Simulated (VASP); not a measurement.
Ge:

```
Ge
1.0
     2.95207    0.00000    0.00000
    -1.62959    2.46153    0.00000
     0.00000    0.00000    2.69823
Ge
1
Direct
  0.50000 0.50000 0.00000
```

Program: VASP 6.6.1. Alike in all runs: task single point; level PBEsol; potentials or basis VASP PAW PBE potentials, release 64 (Ge_d); no spin polarisation; cell as given; cutoff (eV) 520; smearing methfessel-paxton 0.05 eV. Hardware: 1 thread of Intel(R) Xeon(R) Platinum 8488C (Sapphire Rapids), with other jobs on the host.

Order these runs on this cell by their wall time, lowest first.
A. k mesh 9 × 9 × 8
B. k mesh 3 × 3 × 3
C. k mesh 7 × 7 × 7

B (2.2 s), C (5.3 s), A (11 s).

Caveats: some runs use coarse meshes.
